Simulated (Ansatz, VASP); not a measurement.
## One calculation of InSb3, two programs

INCAR

```
SYSTEM = InSb3
  PREC = Accurate
  ENCUT = 520
  EDIFF = 1E-6
  ISMEAR = 0
  SIGMA = 0.15
  LREAL = .FALSE.
  LASPH = .TRUE.
  NELM = 100
  ALGO = Normal
  ISIF = 2
  LWAVE = .FALSE.
  LCHARG = .TRUE.
  GGA = PE
  LELF = .TRUE.
  LVHAR = .TRUE.
  NBANDS = 22
```

KPOINTS

```
Automatic mesh
0
G
  10 10 10
  0 0 0
```

File POSCAR:

```
InSb3
1.0
    4.7591301229      0.0000000000      0.0000000000
    0.0000000000      4.7591301229      0.0000000000
    0.0000000000      0.0000000000      5.0565757556
In Sb
1 3
Direct
    0.0000000000      0.0000000000      0.0000000000
    0.5000000000      0.0000000000      0.5000000000
    0.0000000000      0.5000000000      0.5000000000
    0.5000000000      0.5000000000      0.0000000000
```

Input for Ansatz:

```yaml
crystal:
  lattice:
    - [4.7591301229, 0.0, 0.0]
    - [0.0, 4.7591301229, 0.0]
    - [0.0, 0.0, 5.0565757556]
  atoms:
    - { symbol: In, position: [0.0, 0.0, 0.0] }
    - { symbol: Sb, position: [0.5, 0.0, 0.5] }
    - { symbol: Sb, position: [0.0, 0.5, 0.5] }
    - { symbol: Sb, position: [0.5, 0.5, 0.0] }
basis:
  ecutwfc: 420
kpoints:
  mp_grid: { grid: [10, 10, 10] }
hamiltonian:
  xc: pbe
  pseudopotentials: { kind: paw, azcp: { folder: soft_1 } }
scf:
  occupations: { method: gaussian, width: 0.15 }
output:
  forces: true
  stress: true
  eigenvalues: true
```

Alike in both runs: task single point; functional PBE; k mesh 10 × 10 × 10; occupations gaussian, width 0.15 eV; no spin polarisation.

|  | VASP | Ansatz |
| --- | --- | --- |
| version | VASP 6.6.1 | Ansatz 0.2.0 |
| potentials or method | VASP PAW PBE potentials, release 64 (In_d, Sb), cutoff 520 eV | scalar-relativistic, plane waves, PAW |
| valence electrons in the cell | 28 | 58 |

```csv
,VASP,Ansatz,Ansatz less VASP
gap on the k mesh at the Fermi level (eV),none,none,-
pressure (GPa),-1.3,-1.2,+0.09
"traceless stress, the component that is largest in VASP (GPa)",-0.12,-0.12,+0.003
```

A gap of «none» marks a metal or a gap that the smearing closes. VASP's potentials hold 28 valence electrons a cell and Ansatz's 58, so a difference there can come from the potentials and not from the codes.

Neither program's run includes spin-orbit coupling.
